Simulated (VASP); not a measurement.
A run of VASP 6.6.1 is set up as follows.

Contents of INCAR:

```
PREC = Accurate ; ENCUT = 500
EDIFF = 1E-7 ; ISMEAR = 0
SIGMA = 0.2 ; LREAL = F
LASPH = T ; NELM = 200
ALGO = Normal ; ISIF = 3
LWAVE = F ; LCHARG = F
GGA = PE ; IBRION = 2
NSW = 36 ; EDIFFG = -0.08
GGA_COMPAT = F ; NELMIN = 4
LMAXMIX = 6
```

KPOINTS

```
regular mesh
0
Gamma
  5 5 3
```

The input POSCAR:

```
NdZrS2
1.0
    4.2601608100      0.0000000000      0.0000000000
    0.0000000000      4.2601608100      0.0000000000
    0.0000000000      0.0000000000      6.1364137300
Nd Zr S
1 1 2
Direct
    0.0000000000      0.0000000000      0.3556454300
    0.0000000000      0.0000000000      0.9444581900
    0.5000000000      0.0000000000      0.1947510000
    0.0000000000      0.5000000000      0.1947510000
```

Potentials or basis: VASP PAW PBE potentials, release 64 (Nd_3, Zr_sv, S), 4f in core.

Launch:

```console
$ cat potpaw_PBE.64/Nd_3/POTCAR potpaw_PBE.64/Zr_sv/POTCAR potpaw_PBE.64/S/POTCAR > POTCAR
$ mpirun -np 1 vasp_std > vasp.out
```

Question: Estimate the relaxed volume.

Answer: 33.12 Å³/atom.

Question: Estimate the relaxed cell.

Answer: a = 4.560 Å, b = 4.560 Å, c = 6.372 Å, α = 90.00°, β = 90.00°, γ = 90.00°.

Forces on the atoms (eV/Å):
```
Nd   0.000  0.000 -0.005
Zr   0.000  0.000 -0.039
S    0.000  0.000  0.022
S    0.000  0.000  0.022
```

Caveat: the volume moved by over 15 % at a fixed basis, so the end points are rough; spin-orbit coupling is left out, which moves the levels of the heavy elements; the 4f electrons are frozen in the core, so they carry no moment and show no levels; an odd number of electrons without spin polarisation forces a metal; a magnetic or distorted state may lie lower; the run has no spin polarisation, though such a crystal can be magnetic; the relaxation stopped at a loose force limit of 0.08 eV/Å, so its end isn't a converged minimum. Spin polarisation is off, so any magnetic state and its effect on volume and gap are missing.
